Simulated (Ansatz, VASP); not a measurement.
## One calculation of ScIn3SbP, two programs

```
Sc In Sb P
1.0
     5.73311    0.00000    0.00000
    -2.86655    4.96502    0.00000
     0.00000    0.00000    5.46732
Sc In Sb P
1 3 1 1
Direct
  0.00000 0.00000 0.00000
  0.49833 0.99667 0.50000
  0.00333 0.50167 0.50000
  0.49833 0.50167 0.50000
  0.66667 0.33333 0.00000
  0.33333 0.66667 0.00000
```

Change from the starting cell: species swapped into the LaMnAlNi3 type (P-6m2, No. 187).

Alike in both runs: functional PBE; k mesh 3 × 3 × 4; occupations gaussian, width 0.1 eV; no spin polarisation.

Ansatz relaxed the structure, and its values are those at the end. VASP's run is a single point on that final structure, the one shown.

```csv
,VASP,Ansatz
version,VASP 6.6.1,Ansatz 0.2.0
potentials or method,"VASP PAW PBE potentials, release 64 (Sc_sv, In_d, Sb, P), cutoff 520 eV","scalar-relativistic, plane waves, PAW"
valence electrons in the cell,60,70
```

|  | VASP | Ansatz | Ansatz less VASP |
| --- | --- | --- | --- |
| gap on the k mesh at the Fermi level (eV) | none | none | - |
| pressure (GPa) | 0.0 | 0.0 | +0.02 |

A gap of «none» marks a metal or a gap that the smearing closes. VASP's potentials hold 60 valence electrons a cell and Ansatz's 70, so a difference there can come from the potentials and not from the codes.

The k mesh is coarse, so the values compare programs but aren't converged. Neither program's run includes spin-orbit coupling.
